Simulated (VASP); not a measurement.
Input of a VASP 6.6.1 run:

INCAR

```
SYSTEM = Mg
  ALGO = Normal
  EDIFF = 1E-6
  ENCUT = 600
  GGA = PE
  GGA_COMPAT = .FALSE.
  ISIF = 2
  ISMEAR = -1
  LASPH = .TRUE.
  LCHARG = .FALSE.
  LREAL = .FALSE.
  LWAVE = .FALSE.
  NBANDS = 7
  NELM = 120
  PREC = Accurate
  SIGMA = 0.05
```

File KPOINTS:

```
k-points
0
G
  17 17 17
  0 0 0
```

File POSCAR:

```
Mg
1.0
   -1.7280914947      1.7280914947      1.7280914947
    1.7280914947     -1.7280914947      1.7280914947
    1.7280914947      1.7280914947     -1.7280914947
Mg
1
Direct
    0.0000000000      0.0000000000      0.0000000000
```

Potentials or basis: VASP PAW PBE potentials, release 64 (Mg).

Launch:

```sh
$ cat potpaw_PBE.64/Mg/POTCAR > POTCAR
$ mpirun -np 1 vasp_std > vasp.out
```

(1) Estimate the band gap on the k mesh.

(2) Estimate the pressure.

Answers

(1) zero (band 1 reaches 6.21 eV, above the bottom of band 2 at 2.40 eV).

(2) 4.4 GPa.
